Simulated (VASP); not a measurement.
Runs of VASP 6.6.1 on BP. The structure is that of space group F-43m (No. 216), or close to it. The cells are those of the table. 

| task | cell | k mesh | cutoff (eV) | smearing | gap on the mesh (eV) | pressure (GPa) | relaxed volume (Å³/atom) |
| --- | --- | --- | --- | --- | --- | --- | --- |
| single point | a = 3.199 Å, angles 60.0°, 2 atoms | 8 × 8 × 8 | 500 | gaussian 0.1 eV | 1.15 | (b) | - |
| relaxation of cell and atoms | relaxed from a = 3.199 Å, angles 60.0°, 2 atoms | 10 × 10 × 10 | 600 | gaussian 0.02 eV | 1.12 | 0.0 | 11.55 |
| single point | a = 3.421 Å, angles 60.0°, 2 atoms | 6 × 6 × 6 | 500 | gaussian 0.1 eV | 1.45 | -23.1 | - |
| relaxation of cell and atoms | relaxed from a = 3.421 Å, angles 60.0°, 2 atoms | 8 × 8 × 8 | 500 | gaussian 0.1 eV | 1.15 | -0.2 | (a) |
| single point | a = 3.196 Å, angles 60.0°, 2 atoms | 10 × 10 × 10 | 520 | gaussian 0.02 eV | 1.12 | 0.1 | - |

Alike in all rows: level PBEsol; potentials or basis VASP PAW PBE potentials, release 64 (B, P); no spin polarisation.

Q: Estimate the missing entries.

A: (a) 11.57; (b) -0.3.

Caveats: the PAW data sets were made with another functional, which shifts forces and pressure a little; the volume moved by over 15 % at a fixed basis, so the end points are rough (some runs).

A k mesh can miss the band edges.
